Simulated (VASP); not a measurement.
Runs of VASP 6.6.1 on Hf. The structure is that of space group P6_3/mmc (No. 194), or close to it. The cells are those of the table. 

| cell | gap on the mesh (eV) | pressure (GPa) |
| --- | --- | --- |
| a = 2.717, b = 2.717, c = 5.058 Å, angles 90.0, 90.0, 120.0°, 2 atoms | none | 58.4 |
| a = 2.837, b = 2.837, c = 5.058 Å, angles 90.0, 90.0, 120.0°, 2 atoms | none | 37.6 |
| a = 2.957, b = 2.957, c = 5.058 Å, angles 90.0, 90.0, 120.0°, 2 atoms | none | 22.0 |
| a = 3.077, b = 3.077, c = 5.058 Å, angles 90.0, 90.0, 120.0°, 2 atoms | none | 9.8 |
| a = 3.676, b = 3.676, c = 5.058 Å, angles 90.0, 90.0, 120.0°, 2 atoms | none | -17.3 |
| a = 3.317, b = 3.317, c = 5.058 Å, angles 90.0, 90.0, 120.0°, 2 atoms | none | (b) |
| a = 3.616, b = 3.616, c = 5.058 Å, angles 90.0, 90.0, 120.0°, 2 atoms | none | -16.4 |
| a = 3.436, b = 3.436, c = 5.058 Å, angles 90.0, 90.0, 120.0°, 2 atoms | none | (a) |
| a = 3.556, b = 3.556, c = 5.058 Å, angles 90.0, 90.0, 120.0°, 2 atoms | none | -15.1 |

Alike in all rows: task single point; level PBE; potentials or basis VASP PAW PBE potentials, release 64 (Hf_pv); no spin polarisation; k mesh 18 × 18 × 10; cutoff (eV) 520; smearing gaussian 0.15 eV.

Question: Fill in the values left out.

Answer: (a) -11.6; (b) -6.7.

Caveats: spin-orbit coupling is left out, which moves the levels of the heavy elements.

A k mesh can miss the band edges, and the runs leave out spin-orbit coupling on Hf.

A gap of «none» marks levels without a gap at the run's occupations.
